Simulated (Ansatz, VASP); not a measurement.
# Two plane-wave programs on N

The input INCAR:

```
SYSTEM = N
ALGO = Normal ; EDIFF = 1E-7
ENCUT = 520 ; ISIF = 2
ISMEAR = 0 ; ISPIN = 2
LASPH = .True. ; LCHARG = .False.
LORBIT = 11 ; LREAL = .False.
LWAVE = .False. ; MAGMOM = 3.15 3.15 3.15 3.15
NBANDS = 22 ; NELM = 150
PREC = Accurate ; SIGMA = 0.02
```

File KPOINTS:

```
k-points
0
Gamma
  6 6 6
  0 0 0
```

POSCAR

```
N
1.0
    4.8307753776      0.0000000000      0.0000000000
    0.0000000000      4.8307753776      0.0000000000
    0.0000000000      0.0000000000      4.8307753776
N
4
Direct
   -0.0000221095     -0.0000221095     -0.0000221095
    0.5000221095      1.0000221095      0.4999778905
    0.4999778905      0.5000221095      1.0000221095
    1.0000221095      0.4999778905      0.5000221095
```

Input for Ansatz:

```yaml
crystal:
  lattice:
    - [4.8307753776, 0.0, 0.0]
    - [0.0, 4.8307753776, 0.0]
    - [0.0, 0.0, 4.8307753776]
  atoms:
    - { symbol: "N", position: [-2.21095e-05, -2.21095e-05, -2.21095e-05], spin: 3.15 }
    - { symbol: "N", position: [0.5000221095, 1.0000221095, 0.4999778905], spin: 3.15 }
    - { symbol: "N", position: [0.4999778905, 0.5000221095, 1.0000221095], spin: 3.15 }
    - { symbol: "N", position: [1.0000221095, 0.4999778905, 0.5000221095], spin: 3.15 }
basis:
  ecutwfc: 420
kpoints:
  mp_grid: { grid: [6, 6, 6] }
  band_path:
    path:
      - [[0.0, 0.0, 0.0], [0.0, 1.0, 0.0], [0.25, 1.0, 0.25]]
      - [[0.75, 0.75, 0.0], [0.0, 0.0, 0.0], [0.5, 0.5, 0.5], [0.5, 1.0, 0.0], [0.0, 1.0, 0.0]]
    npoints: 14
hamiltonian:
  xc: lda
scf:
  occupations: { method: gaussian, width: 0.02 }
  n_extra_bands: 10
output:
  forces: true
  stress: true
  eigenvalues: true
  populations: true
  dos: { projected: true, de: 0.02, nscf_kmesh: { grid: [9, 9, 9] } }
  bader: true
magnetization:
  spin_polarized: true
checkpoint:
  read: start.run
  write: ck
  compress: false
  write_wavefunctions: false
  write_every: 100000
```

Alike in both runs: task single point; functional LDA; k mesh 6 × 6 × 6; occupations gaussian, width 0.02 eV; collinear spin.

|  | VASP | Ansatz |
| --- | --- | --- |
| version | VASP 6.6.1 | Ansatz 0.2.0 |
| potentials or method | VASP PAW LDA potentials, release 64 (N), cutoff 520 eV | scalar-relativistic, plane waves, PAW |
| valence electrons in the cell | 20 | 20 |

```tsv
	VASP	Ansatz	Ansatz less VASP
gap on the k mesh at the Fermi level (eV)	1.58	1.72	+0.132
least direct gap on the mesh (eV)	1.76	1.89	+0.132
pressure (GPa)	-0.1	0.0	+0.07
net moment per atom (μB)	3.00	3.00	0.000
size of the moment on the site where the two differ most (μB)	1.93	2.87	+0.939
```

LDA's correlation is that of Perdew and Zunger in VASP and of Perdew and Wang (1992) in Ansatz. Site moments also hang on the region over which each program counts them. Ansatz's warnings: stability check not made.
